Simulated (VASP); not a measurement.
Write the native input for VASP 6.6.1 that does the following.

* Task: single point
* Functional: PBE
* Dispersion: D3(BJ)
* Potentials or basis: VASP PAW PBE potentials, release 64 (B, N)
* Cutoff: 520 eV
* k mesh: 12 × 12 × 12
* Occupations: gaussian, width 0.05 eV
* Spin: no spin polarisation
* Dipole correction: no
* Further INCAR settings: ALGO = Normal; EDIFF = 1e-07; NBANDS = 11

The structure of BN lies in POSCAR:

```
BN
1.0
    1.2511217832      0.7223354983      3.3729344033
   -1.2511217832      0.7223354983      3.3729344033
    0.0000000000     -1.4446709967      3.3729344033
B N
1 1
Direct
    1.0573753795      0.9708506139      0.9708506139
    0.3327618000      0.3327618000      0.3327618000
```

This cell differs from its parent crystal: all B atoms moved -0.125 Å, as atom 1 towards its neighbour atom 2 (N) at 1.445 Å.

The input as run:

INCAR

```
ALGO = Normal ; EDIFF = 1E-7
ENCUT = 520 ; GGA = PE
ISIF = 2 ; ISMEAR = 0
IVDW = 12 ; LASPH = T
LCHARG = F ; LREAL = F
LWAVE = F ; NBANDS = 11
NELM = 60 ; PREC = Accurate
SIGMA = 0.05
```

KPOINTS

```
k-points
0
Gamma
  12 12 12
```

Potentials or basis: VASP PAW PBE potentials, release 64 (B, N).

The run is started by

```console
$ cat potpaw_PBE.64/B/POTCAR potpaw_PBE.64/N/POTCAR > POTCAR
$ mpirun -np 1 vasp_std > vasp.out
```

Results of the run:

- Pressure: 6.0 GPa
- Largest force: 4.213 eV/Å
- Band gap on the k mesh: 3.70 eV, indirect (least direct gap 4.64 eV)
- Dispersion energy per atom: -0.139 eV

Caveat: the cell differs from its parent crystal (all B atoms moved -0.125 Å, as atom 1 towards its neighbour atom 2 (N) at 1.445 Å); forces of over 1 eV/Å act on the atoms, so gaps and moduli don't describe the material at rest.

Run time: 58 s on 1 thread of Intel(R) Xeon(R) 6975P-C (Granite Rapids), on a shared host, peak memory 0.23 GiB.
